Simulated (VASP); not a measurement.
V:

```
CELL_PARAMETERS angstrom
-1.52035 1.52035 1.52035
1.52035 -1.52035 1.52035
1.52035 1.52035 -1.52035
ATOMIC_POSITIONS crystal
V 0.00000 0.00000 0.00000
```

- Program: VASP 6.6.1
- Task: relaxation of cell and atoms
- Functional: PBE
- Potentials or basis: VASP PAW PBE potentials, release 64 (V_sv)
- Cutoff: 500 eV
- k mesh: 10 × 10 × 10
- Occupations: gaussian, width 0.1 eV
- Spin: no spin polarisation

At the start: pressure -6.6 GPa; volume 14.06 Å³/atom.

Task: Where does the relaxation end?

Result: Over 3 steps the energy falls by 10.9 meV/atom and the volume is 13.55 Å³/atom (-3.6 %); space group Im-3m (No. 229, to 0.1 Å) before and after.

The path:
| step | energy change (eV) | largest force (eV/Å) | pressure (GPa) | volume (Å³) |
| --- | --- | --- | --- | --- |
| 1 | 0.0000 | 0.0000 | -6.55 | 14.06 |
| 2 | 0.0072 | 0.0000 | 9.62 | 12.92 |
| 3 | -0.0109 | 0.0000 | -0.07 | 13.55 |

Final structure:
```xyz
1
Lattice="-1.5018 1.5018 1.5018 1.5018 -1.5018 1.5018 1.5018 1.5018 -1.5018" Properties=species:S:1:pos:R:3 pbc="T T T"
V     0.0000    0.0000    0.0000
```
